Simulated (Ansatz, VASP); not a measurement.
# One calculation of SiF, two programs

```
CELL_PARAMETERS angstrom
1.33860 0.77284 3.74238
-1.33860 0.77284 3.74238
0.00000 -1.54568 3.74238
ATOMIC_POSITIONS crystal
Si 0.50000 0.50000 0.50000
F 0.00000 0.00000 0.00000
```

Alike in both runs: task single point; functional PBE; k mesh 10 × 10 × 10; occupations fermi-dirac, width 0.05 eV; no spin polarisation.

|  | VASP | Ansatz |
| --- | --- | --- |
| version | VASP 6.6.1 | Ansatz 0.2.0 |
| potentials or method | VASP PAW PBE potentials, release 64 (Si, F) | Ansatz PAW |
| plane-wave cutoff (eV) | 520 | 420 |
| valence electrons in the cell | 11 | 11 |

```csv
,VASP,Ansatz,Ansatz less VASP
gap on the k mesh at the Fermi level (eV),none,none,-
pressure (GPa),5.9,6.1,+0.23
"traceless stress, the component that is largest in VASP (GPa)",10.31,10.29,-0.013
```

A gap of «none» marks a metal or a gap that the smearing closes.
